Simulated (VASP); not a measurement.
# CuSi16 (a cell with a defect) in VASP: further runs, part 2 of 2

VASP 6.6.1.

### Step 3. Single point, PBE

File INCAR:

```
SYSTEM = CuSi16
PREC = Accurate
ENCUT = 520
EDIFF = 1E-6
ISMEAR = 0
SIGMA = 0.05
LREAL = Auto
LASPH = .True.
NELM = 100
ALGO = Normal
ISIF = 2
LWAVE = .False.
LCHARG = .False.
GGA = PE
NELECT = 74.0
NBANDS = 52
```

File KPOINTS:

```
regular mesh
0
Gamma
  2 2 2
  0 0 0
```

File POSCAR:

```
CuSi16
1.0
    0.0000000000      5.4300000000      5.4300000000
    5.4300000000      0.0000000000      5.4300000000
    5.4300000000      5.4300000000      0.0000000000
Si Cu
16 1
Direct
   -0.0047055249     -0.0042095764     -0.0038830571
    0.1196093923      0.1204171271      0.1207213628
   -0.0034643646     -0.0031715470      0.4926179558
    0.1188432781      0.1184900552      0.6232071823
   -0.0033383978      0.4922978821     -0.0030174033
    0.1190355433      0.6228813996      0.1185845304
    0.0060132597      0.4942169429      0.4943810313
    0.1333198895      0.6244756906      0.6246318600
    0.4914491713     -0.0026434622     -0.0026149171
    0.6223448435      0.1192533149      0.1191614180
    0.4945094843      0.0045492634      0.4951522099
    0.6242547882      0.1329715470      0.6251162983
    0.4947556169      0.4952279926      0.0041697974
    0.6244082873      0.6251125230      0.1328725599
    0.5127849908      0.5127395028      0.5127466851
    0.6376223757      0.6362638122      0.6359063536
    0.3907735727      0.3882035912      0.3875179558
```

Potentials or basis: VASP PAW PBE potentials, release 64 (Si, Cu).

Command:

```bash
$ cat potpaw_PBE.64/Si/POTCAR potpaw_PBE.64/Cu/POTCAR > POTCAR
$ mpirun -np 1 vasp_std > vasp.out
```

OUTCAR:

```text
SYSTEM = CuSi16
   PREC = Accurate
   ENCUT = 520
   EDIFF = 1E-6
   ISMEAR = 0
   LREAL = Auto
   LASPH = .True.
   NELM = 100
   ISIF = 2
   GGA = PE
   NELECT = 74.0

 ion  position               nearest neighbor table
   1  0.995  0.996  0.996-   6 2.34   4 2.34  10 2.34   2 2.34
   2  0.120  0.120  0.121-   9 2.33   5 2.33   3 2.33   1 2.34
   3  0.997  0.997  0.493-   2 2.33  12 2.34   8 2.34   4 2.35
   4  0.119  0.118  0.623-   1 2.34   3 2.35  11 2.36   7 2.36  17 2.95
   5  0.997  0.492  0.997-   2 2.33  14 2.34   8 2.34   6 2.35
   6  0.119  0.623  0.119-   1 2.34   5 2.35  13 2.36   7 2.36  17 2.95
   7  0.006  0.494  0.494-  16 2.32   4 2.36   6 2.36  17 2.43   8 2.43
   8  0.133  0.624  0.625-   5 2.34   3 2.34  15 2.39   7 2.43  17 2.58
   9  0.491  0.997  0.997-   2 2.33  14 2.34  12 2.34  10 2.35
  10  0.622  0.119  0.119-   1 2.34   9 2.35  13 2.36  11 2.36  17 2.93
  11  0.495  0.005  0.495-  16 2.32   4 2.36  10 2.36  17 2.42  12 2.43
  12  0.624  0.133  0.625-   9 2.34   3 2.34  15 2.39  11 2.43  17 2.56
  13  0.495  0.495  0.004-  16 2.32   6 2.36  10 2.36  17 2.42  14 2.43
  14  0.624  0.625  0.133-   9 2.34   5 2.34  15 2.39  13 2.43  17 2.56
  15  0.513  0.513  0.513-  16 2.33  17 2.33   8 2.39  12 2.39  14 2.39
  16  0.638  0.636  0.636-  13 2.32  11 2.32   7 2.32  15 2.33
  17  0.391  0.388  0.388-  15 2.33  13 2.42  11 2.42   7 2.43  14 2.56  12 2.56   8 2.58  10 2.93
                             6 2.95   4 2.95

  LATTYP: Found a face centered cubic cell.
 ALAT       =    10.8600000000

  Lattice vectors:

 A1 = (   0.0000000000,   5.4300000000,   5.4300000000)
 A2 = (   5.4300000000,   0.0000000000,   5.4300000000)
 A3 = (   5.4300000000,   5.4300000000,   0.0000000000)

Analysis of symmetry for initial positions (statically):
=====================================================================
 Subroutine PRICEL returns:
 Original cell was already a primitive cell.

 Routine SETGRP: Setting up the symmetry group for a
 face centered cubic supercell.

 Subroutine GETGRP returns: Found  1 space group operations
 (whereof  1 operations were pure point group operations)
 out of a pool of 48 trial point group operations.

The static configuration has the point symmetry C_1 .

Analysis of symmetry for dynamics (positions and initial velocities):
=====================================================================
 Subroutine PRICEL returns:
 Original cell was already a primitive cell.

 Routine SETGRP: Setting up the symmetry group for a
 face centered cubic supercell.

 Subroutine GETGRP returns: Found  1 space group operations
 (whereof  1 operations were pure point group operations)
 out of a pool of 48 trial point group operations.

The dynamic configuration has the point symmetry C_1 .

 Subroutine INISYM returns: Found  1 space group operations
 (whereof  1 operations are pure point group operations),
 and found     1 'primitive' translations

----------------------------------------------------------------------------------------

                                     Primitive cell

  volume of cell :     320.2060

  direct lattice vectors                    reciprocal lattice vectors
     0.000000000  5.430000000  5.430000000    -0.092081031  0.092081031  0.092081031
     5.430000000  0.000000000  5.430000000     0.092081031 -0.092081031  0.092081031
     5.430000000  5.430000000  0.000000000     0.092081031  0.092081031 -0.092081031
[... 79 lines left out ...]
   k-points           NKPTS =      8   k-points in BZ     NKDIM =      8   number of bands    NBANDS=     52
   number of dos      NEDOS =    301   number of ions     NIONS =     17
   total plane-waves  NPLWV = 216000
   dimension x,y,z NGX =    60 NGY =   60 NGZ =   60
   dimension x,y,z NGXF=   120 NGYF=  120 NGZF=  120
   ions per type =              16   1
   NGX,Y,Z   is equivalent  to a cutoff of  12.99, 12.99, 12.99 a.u.
   NGXF,Y,Z  is equivalent  to a cutoff of  25.98, 25.98, 25.98 a.u.
 SYSTEM =  CuSi16
   PREC   = accura    normal or accurate (medium, high low for compatibility)
   ISTART =      0    job   : 0-new  1-cont  2-samecut
   ICHARG =      2    charge: 1-file 2-atom 10-const
   ISPIN  =      1    spin polarized calculation?
   LNONCOLLINEAR =      F non collinear calculations
   LSORBIT =      F    spin-orbit coupling
   LASPH  =      T    aspherical Exc in radial PAW
   ENCUT  =  520.0 eV  38.22 Ry    6.18 a.u.  14.28 14.28 14.28*2*pi/ulx,y,z
   NELM   =    100;   NELMIN=  2; NELMDL= -5     # of ELM steps
   EDIFF  = 0.1E-05   stopping-criterion for ELM
   LREAL  =      T    real-space projection
   EDIFFG = 0.1E-04   stopping-criterion for IOM
   NSW    =      0    number of steps for IOM
   IBRION =     -1    ionic relax: 0-MD 1-quasi-New 2-CG
   NFREE  =      0    steps in history (QN), initial steepest desc. (CG)
   ISIF   =      2    stress and relaxation
   ISYM   =      2    0-nonsym 1-usesym 2-fastsym
   POTIM  = 0.5000    time-step for ionic-motion
   TEBEG  =    0.0;   TEEND  =   0.0 temperature during run
   PSTRESS=    0.0 pullay stress
   NELECT =      74.0000    total number of electrons
   NUPDOWN=      -1.0000    fix difference up-down
   EMIN   =  10.00;   EMAX   =-10.00  energy-range for DOS
   EFERMI =   0.00;   METHOD = LEGACY
   ISMEAR =     0;   SIGMA  =   0.05  broadening in eV -4-tet -1-fermi 0-gaus
   EFERMI_NEDOS =   21; number of points for ismear=-14 and -15
   IALGO  =     38    algorithm
   IMIX   =      4    mixing-type and parameters
     AMIX     =   0.40;   BMIX     =  1.00
     AMIX_MAG =   1.60;   BMIX_MAG =  1.00
  volume/ion in A,a.u.               =      18.84       127.11
  Fermi-wavevector in a.u.,A,eV,Ry     =   1.004636  1.898488 13.732283  1.009294
  Thomas-Fermi vector in A             =   2.137265
   LORBIT       =      0    0 simple, 1 ext, 2 COOP (PROOUT), +10 PAW based schemes
   GGA     = PE    functional components
   LHFCALC =     F    Hartree Fock is set to
   AEXX    =    0.0000 exact exchange contribution
   IVDW    =     0    specifies the selected vdW correction
   LEPSILON=     F    determine dielectric tensor
   LRPA    =     F    only Hartree local field effects (RPA)
 non-spin polarized calculation
 Gauss-broadening in eV      SIGMA  =   0.05
  energy-cutoff  :      520.00
  volume of cell :      320.21
 maximum number of plane-waves:      8646
 NGX is ok and might be reduce to    60
   NGX = 29   NGY = 29   NGZ = 29

 number of electron      74.0000002 magnetization

 Free energy of the ion-electron system (eV)
  ---------------------------------------------------
  ext. energy  EPLUGINS =         0.00000000
  ---------------------------------------------------
  free energy    TOTEN  =       -94.22091703 eV

  energy without entropy =      -94.22091701  energy(sigma->0) =      -94.22091702

 E-fermi :   6.3791     XC(G=0):  -9.6083

 val. band max:        6.1968461559   @ k =   0.0000   0.0000   0.0000
 cond. band min:       6.5591351621   @ k =   0.0000   0.0000   0.0000
 fundamental gap:      0.3622890062
 Fermi energy:         6.3790862484

 k-point     1 :       0.0000    0.0000    0.0000
  band No.  band energies     occupation
      1      -5.8945      2.00000
      2      -3.5483      2.00000
      3      -3.5051      2.00000
      4      -3.4720      2.00000
      5      -3.4704      2.00000
      6      -2.0439      2.00000
[... 405 lines left out ...]
     48      10.5033      0.00000
     49      10.5070      0.00000
 [bands above 49 left out]

------------------------ aborting loop because EDIFF is reached ----------------------------------------

  FORCE on cell =-STRESS in cart. coord.  units (eV):
  Direction    XX          YY          ZZ          XY          YZ          ZX
  --------------------------------------------------------------------------------------
  -------------------------------------------------------------------------------------
  Total       -1.8460497     -1.7950240     -1.7821521      0.1967843      0.1567553      0.1885758
  in kB       -9.2368629     -8.9815512     -8.9171456      0.9846265      0.7843381      0.9435545
  external PRESSURE =      -9.0451866 kB  Pullay stress =       0.0000000 kB

 VOLUME and BASIS-vectors are now :
 -----------------------------------------------------------------------------
  energy-cutoff  :      520.00
  volume of cell :      320.21
      direct lattice vectors                 reciprocal lattice vectors
     0.000000000  5.430000000  5.430000000    -0.092081031  0.092081031  0.092081031
     5.430000000  0.000000000  5.430000000     0.092081031 -0.092081031  0.092081031
     5.430000000  5.430000000  0.000000000     0.092081031  0.092081031 -0.092081031

 POSITION                                       TOTAL-FORCE (eV/Angst)
 -----------------------------------------------------------------------------------
     10.81606     10.81336     10.81159         0.004575      0.001014      0.002477
      1.30938      1.30500      1.30334        -0.005889     -0.007585     -0.008065
      8.08769      8.08610     10.82397         0.004144      0.009420      0.005719
      4.02742      4.02933      1.28872        -0.001003     -0.004330      0.003282
      8.08679     10.82549      8.08505         0.004876      0.005063      0.010859
      4.02616      1.29028      4.02861         0.000163      0.002941     -0.004050
[... 9 lines left out ...]
      6.90788      6.91526      6.91720        -0.006439     -0.006920     -0.007247
      4.21217      4.22612      4.22985         0.009006      0.003320      0.002002
 -----------------------------------------------------------------------------------
    total drift:                                0.005685     -0.000201     -0.000291

  FREE ENERGIE OF THE ION-ELECTRON SYSTEM (eV)
  ---------------------------------------------------
  free  energy   TOTEN  =       -94.2209170275 eV

  energy  without entropy=      -94.2209170108  energy(sigma->0) =      -94.22091702
```

Wall time 3.3 min (1 thread of Intel Xeon 6975P-C (Granite Rapids), shared host); peak memory 0.49 GiB.

Results:

```
Free energy   : -94.2209 eV
Largest force : 0.013 eV/Å
```

Forces on the atoms (eV/Å):
```
Si   0.005  0.001  0.002
Si  -0.006 -0.008 -0.008
Si   0.004  0.009  0.006
Si  -0.001 -0.004  0.003
Si   0.005  0.005  0.011
Si   0.000  0.003 -0.004
Si   0.009 -0.006 -0.006
Si  -0.001 -0.006 -0.006
Si   0.006  0.007  0.008
Si   0.001 -0.002 -0.003
Si  -0.009  0.008 -0.004
Si  -0.005  0.001 -0.001
Si  -0.008 -0.004  0.008
Si  -0.004 -0.001 -0.001
Si   0.001  0.000  0.001
Si  -0.006 -0.007 -0.007
Cu   0.009  0.003  0.002
```

Levels at points of the mesh, in eV from the Fermi level:
| k point | band 34 | band 35 | band 36 | band 37 | band 38 | band 39 | band 40 | band 41 |
| --- | --- | --- | --- | --- | --- | --- | --- | --- |
| (0.00, 0.00, 0.00) | -0.88 | -0.64 | -0.19 | -0.18 | 0.18 | 0.61 | 0.61 | 0.64 |
| (0.50, 0.00, 0.00) | -0.89 | -0.84 | -0.76 | -0.66 | 0.59 | 1.09 | 1.29 | 1.33 |
| (0.00, 0.50, 0.00) | -0.89 | -0.84 | -0.76 | -0.67 | 0.59 | 1.09 | 1.29 | 1.33 |
| (0.00, 0.00, 0.50) | -0.89 | -0.84 | -0.76 | -0.67 | 0.59 | 1.09 | 1.29 | 1.33 |
| (0.50, 0.50, 0.50) | -0.91 | -0.91 | -0.72 | -0.72 | 0.42 | 1.26 | 1.34 | 1.34 |
| (0.50, 0.50, 0.00) | -1.52 | -1.43 | -1.40 | -0.95 | 0.67 | 1.06 | 2.03 | 2.08 |
| (0.00, 0.50, 0.50) | -1.51 | -1.44 | -1.40 | -0.95 | 0.67 | 1.06 | 2.03 | 2.07 |
| (0.50, 0.00, 0.50) | -1.52 | -1.43 | -1.40 | -0.95 | 0.67 | 1.06 | 2.03 | 2.07 |

Caveat: the k points lie up to 0.50 Å⁻¹ apart; the cell carries a net charge on a neutralising background, which shifts energy and pressure; the cell is charged against a uniform background, so pressure and absolute levels hang on convention.
